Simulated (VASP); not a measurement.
# ZnO (P6_3mc) in VASP: a series of runs, part 2 of 2

VASP 6.6.1.

**3. Single point, PBE**

This run uses another cell than the first one, of 12.32 Å³/atom, 1.039 times its volume.

Contents of INCAR:

```
ALGO = Normal ; EDIFF = 1E-6
ENCUT = 600 ; GGA = PE
GGA_COMPAT = F ; ISIF = 2
ISMEAR = 0 ; LASPH = T
LCHARG = F ; LREAL = F
LWAVE = F ; NBANDS = 26
NELM = 120 ; PREC = Accurate
SIGMA = 0.1
```

Contents of KPOINTS:

```
k-points
0
Gamma
  6 6 4
```

Contents of POSCAR:

```
ZnO
1.0
    3.2796038170     -0.0000002924      0.0000000000
   -1.6398016552      2.8402203661      0.0000000000
    0.0000000000      0.0000000000      5.2887535928
Zn O
2 2
Direct
    0.6666666667      0.3333333333      0.5003055084
    0.3333333333      0.6666666667      0.0003055084
    0.6666666667      0.3333333333      0.8800044916
    0.3333333333      0.6666666667      0.3800044916
```

Potentials or basis: VASP PAW PBE potentials, release 64 (Zn, O).

Launch:

```console
$ cat potpaw_PBE.64/Zn/POTCAR potpaw_PBE.64/O/POTCAR > POTCAR
$ mpirun -np 1 vasp_std > vasp.out
```

OUTCAR:

```text
EDIFF = 1E-6
   ENCUT = 600
   GGA = PE
   ISIF = 2
   ISMEAR = 0
   LASPH = T
   LREAL = F
   NELM = 120
   PREC = Accurate

 ion  position               nearest neighbor table
   1  0.667  0.333  0.500-   4 2.00   4 2.00   4 2.00   3 2.01
   2  0.333  0.667  0.000-   3 2.00   3 2.00   3 2.00   4 2.01
   3  0.667  0.333  0.880-   2 2.00   2 2.00   2 2.00   1 2.01
   4  0.333  0.667  0.380-   1 2.00   1 2.00   1 2.00   2 2.01

  LATTYP: Found a hexagonal cell.
 ALAT       =     3.2796038170
 C/A-ratio  =     1.6126196602

  Lattice vectors:

 A1 = (   3.2796038170,  -0.0000002924,   0.0000000000)
 A2 = (  -1.6398016552,   2.8402203661,   0.0000000000)
 A3 = (   0.0000000000,   0.0000000000,   5.2887535928)

Analysis of symmetry for initial positions (statically):
=====================================================================
 Subroutine PRICEL returns:
 Original cell was already a primitive cell.

 Routine SETGRP: Setting up the symmetry group for a
 hexagonal supercell.

 Subroutine GETGRP returns: Found 12 space group operations
 (whereof  6 operations were pure point group operations)
 out of a pool of 24 trial point group operations.

The static configuration has the point symmetry C_3v.
 The point group associated with its full space group is C_6v.

Analysis of symmetry for dynamics (positions and initial velocities):
=====================================================================
 Subroutine PRICEL returns:
 Original cell was already a primitive cell.

 Routine SETGRP: Setting up the symmetry group for a
 hexagonal supercell.

 Subroutine GETGRP returns: Found 12 space group operations
 (whereof  6 operations were pure point group operations)
 out of a pool of 24 trial point group operations.

The dynamic configuration has the point symmetry C_3v.
[... 115 lines left out ...]
   ISMEAR =     0;   SIGMA  =   0.10  broadening in eV -4-tet -1-fermi 0-gaus
   EFERMI_NEDOS =   21; number of points for ismear=-14 and -15
   IALGO  =     38    algorithm
   IMIX   =      4    mixing-type and parameters
     AMIX     =   0.40;   BMIX     =  1.00
     AMIX_MAG =   1.60;   BMIX_MAG =  1.00
  volume/ion in A,a.u.               =      12.32        83.11
  Fermi-wavevector in a.u.,A,eV,Ry     =   1.474575  2.786542 29.584104  2.174370
  Thomas-Fermi vector in A             =   2.589329
   LORBIT       =      0    0 simple, 1 ext, 2 COOP (PROOUT), +10 PAW based schemes
   GGA     = PE    functional components
   LHFCALC =     F    Hartree Fock is set to
   AEXX    =    0.0000 exact exchange contribution
   IVDW    =     0    specifies the selected vdW correction
   LEPSILON=     F    determine dielectric tensor
   LRPA    =     F    only Hartree local field effects (RPA)
 non-spin polarized calculation
 Gauss-broadening in eV      SIGMA  =   0.10
  energy-cutoff  :      600.00
  volume of cell :       49.26
 maximum number of plane-waves:      1677
 NGX is ok and might be reduce to    28
   NGX = 13   NGY = 13   NGZ = 21

 number of electron      36.0000015 magnetization

 Free energy of the ion-electron system (eV)
  ---------------------------------------------------
  ext. energy  EPLUGINS =         0.00000000
  ---------------------------------------------------
  free energy    TOTEN  =       -17.86191609 eV

  energy without entropy =      -17.86191609  energy(sigma->0) =      -17.86191609

 E-fermi :   1.2721     XC(G=0): -10.7284

 val. band max:        0.9027341562   @ k =   0.0000   0.0000   0.0000
 cond. band min:       1.6324556310   @ k =   0.0000   0.0000   0.0000
 fundamental gap:      0.7297214748
 Fermi energy:         1.2720658437

 k-point     1 :       0.0000    0.0000    0.0000
  band No.  band energies     occupation
      1     -16.9214      2.00000
      2     -16.2522      2.00000
      3      -4.6403      2.00000
      4      -4.6403      2.00000
      5      -4.5925      2.00000
      6      -4.4801      2.00000
[... 598 lines left out ...]
     25      16.4472      0.00000
     26      16.4522      0.00000

------------------------ aborting loop because EDIFF is reached ----------------------------------------

  FORCE on cell =-STRESS in cart. coord.  units (eV):
  Direction    XX          YY          ZZ          XY          YZ          ZX
  --------------------------------------------------------------------------------------
  -------------------------------------------------------------------------------------
  Total        0.2650154      0.2650154      0.2330381      0.0000000     -0.0000000      0.0000000
  in kB        8.6189631      8.6189631      7.5789801      0.0000000     -0.0000000      0.0000000
  external PRESSURE =       8.2723021 kB  Pullay stress =       0.0000000 kB

 VOLUME and BASIS-vectors are now :
 -----------------------------------------------------------------------------
  energy-cutoff  :      600.00
  volume of cell :       49.26
      direct lattice vectors                 reciprocal lattice vectors
     3.279603817 -0.000000292  0.000000000     0.304914894  0.176042660  0.000000000
    -1.639801655  2.840220366  0.000000000     0.000000031  0.352085375  0.000000000
     0.000000000  0.000000000  5.288753593     0.000000000  0.000000000  0.189080467

 POSITION                                       TOTAL-FORCE (eV/Angst)
 -----------------------------------------------------------------------------------
      1.63980      0.94674      2.64599        -0.000000      0.000000      0.012879
      0.00000      1.89348      0.00162         0.000000      0.000000      0.012879
      1.63980      0.94674      4.65413         0.000000     -0.000000     -0.012879
      0.00000      1.89348      2.00975        -0.000000      0.000000     -0.012879
 -----------------------------------------------------------------------------------
    total drift:                                0.000000      0.000000      0.000046

  FREE ENERGIE OF THE ION-ELECTRON SYSTEM (eV)
  ---------------------------------------------------
  free  energy   TOTEN  =       -17.8619160914 eV

  energy  without entropy=      -17.8619160896  energy(sigma->0) =      -17.86191609
```

stdout:

```text
POSCAR found type information on POSCAR ZnO
 POSCAR found :  2 types and       4 ions
 scaLAPACK will be used
 LDA part: xc-table for (Slater+PW92), standard interpolation
 POSCAR, INCAR and KPOINTS ok, starting setup
 FFT: planning ... GRIDC
 FFT: planning ... GRID_SOFT
 FFT: planning ... GRID
 WAVECAR not read
 entering main loop
```

It took 32 s on 1 thread of Intel Xeon Platinum 8124M at 3.00GHz (Skylake/Cascade Lake), shared host; peak memory 0.18 GiB.

What came out:

```
Free energy            : -17.8619 eV
Pressure               : 0.8 GPa
Largest force          : 0.013 eV/Å
Band gap on the k mesh : 0.73 eV, direct
```

Forces on the atoms (eV/Å):
```
Zn   0.000  0.000  0.013
Zn   0.000  0.000  0.013
O    0.000  0.000 -0.013
O    0.000  0.000 -0.013
```

Stress tensor (GPa, compression positive):
```
0.86 0.00 0.00
0.00 0.86 0.00
0.00 0.00 0.76
```

**4. Relaxation of cell and atoms, PBE**

Contents of INCAR:

```
PREC     = Accurate       # precision mode
ENCUT    = 600            # plane-wave cutoff, eV
EDIFF    = 1E-7           # SCF threshold, eV
ISMEAR   = 0              # smearing method
SIGMA    = 0.1            # smearing width, eV
LREAL    = F              # projectors in reciprocal space
LASPH    = T              # aspherical terms in the spheres
NELM     = 120            # most SCF steps
ALGO     = Normal         # electronic algorithm
ISIF     = 3              # what is computed and relaxed
LWAVE    = F              # write WAVECAR
LCHARG   = F              # write CHGCAR
GGA      = PE             # functional
IBRION   = 2              # ionic algorithm
NSW      = 60             # ionic steps
EDIFFG   = -0.04          # ionic threshold
GGA_COMPAT= F            
NELMIN   = 4
```

Contents of KPOINTS:

```
regular mesh
0
Gamma
  6 6 4
```

Contents of POSCAR:

```
ZnO
1.0
    3.2373510000      0.0000000000      0.0000000000
   -1.6186750000      2.8036280000      0.0000000000
    0.0000000000      0.0000000000      5.2220610000
Zn O
2 2
Direct
    0.6666670000      0.3333330000      0.5005920000
    0.3333330000      0.6666670000      0.0005920000
    0.6666670000      0.3333330000      0.8797180000
    0.3333330000      0.6666670000      0.3797180000
```

Launch:

```console
$ cat potpaw_PBE.64/Zn/POTCAR potpaw_PBE.64/O/POTCAR > POTCAR
$ mpirun -np 1 vasp_std > vasp.out
```

Run time: 69 s. Hardware: 1 thread of Intel Xeon Platinum 8124M at 3.00GHz (Skylake/Cascade Lake), shared host; peak memory 0.19 GiB.

The run converged. Its results:

```
Free energy                            : -17.8594 eV
Relaxed volume                         : 12.40 Å³/atom
Relaxed cell                           : a = 3.286 Å, b = 3.286 Å, c = 5.301 Å, α = 90.00°, β = 90.00°, γ = 120.00°
Space group after relaxing (to 0.05 Å) : P6_3mc (No. 186)
Energy gained by relaxing              : 10.5 meV/atom
Ionic steps                            : 3
Pressure after relaxing                : 0.0 GPa
Band gap on the k mesh                 : 0.72 eV, direct
```

Step by step:
```
step  energy change (eV)  largest force (eV/Å)  pressure (GPa)  volume (Å³)
   1              0.0000                0.0021            6.46        47.40
   2             -0.0317                0.0013           -2.78        50.75
   3             -0.0421                0.0015            0.03        49.58
```

Final structure:
```yaml
crystal:
  lattice:
    - [3.28630, 0.00000, 0.00000]
    - [-1.64315, 2.84602, 0.00000]
    - [0.00000, 0.00000, 5.30146]
  atoms:
    - { symbol: Zn, position: [0.66667, 0.33333, 0.50058] }
    - { symbol: Zn, position: [0.33333, 0.66667, 0.00058] }
    - { symbol: O, position: [0.66667, 0.33333, 0.87973] }
    - { symbol: O, position: [0.33333, 0.66667, 0.37973] }
```

Levels at points of the mesh, in eV from the valence-band top:
| k point | band 15 | band 16 | band 17 | band 18 | band 19 | band 20 | band 21 | band 22 |
| --- | --- | --- | --- | --- | --- | --- | --- | --- |
| (0.00, 0.00, 0.00) | -0.75 | -0.08 | 0.00 | 0.00 | 0.72 | 5.07 | 8.06 | 12.69 |
| (0.50, 0.00, 0.00) | -2.71 | -2.13 | -1.22 | -0.79 | 5.60 | 6.81 | 7.52 | 8.22 |
| (0.00, 0.00, 0.50) | -0.37 | -0.37 | -0.37 | -0.37 | 3.35 | 3.35 | 9.89 | 9.89 |
| (0.50, 0.00, 0.50) | -1.42 | -1.42 | -1.31 | -1.31 | 5.63 | 5.63 | 8.19 | 8.19 |

As with any semilocal functional, this PBE gap is likely too small.

**5. The runs side by side**

```csv
task,cell,gap on the mesh (eV),pressure (GPa)
single point,"a = 3.237, b = 3.237, c = 5.222 Å, angles 90.0, 90.0, 120.0°, 4 atoms",0.79,6.5
single point,"a = 3.280, b = 3.280, c = 5.289 Å, angles 90.0, 90.0, 120.0°, 4 atoms",0.73,0.8
relaxation of cell and atoms,"relaxed from a = 3.237, b = 3.237, c = 5.222 Å, angles 90.0, 90.0, 120.0°, 4 atoms",0.72,0.0
```

Alike in all rows: level PBE; potentials or basis VASP PAW PBE potentials, release 64 (Zn, O); no spin polarisation; k mesh 6 × 6 × 4; cutoff (eV) 600; smearing gaussian 0.1 eV.

Absolute energies hang on the potentials; compare differences alone.
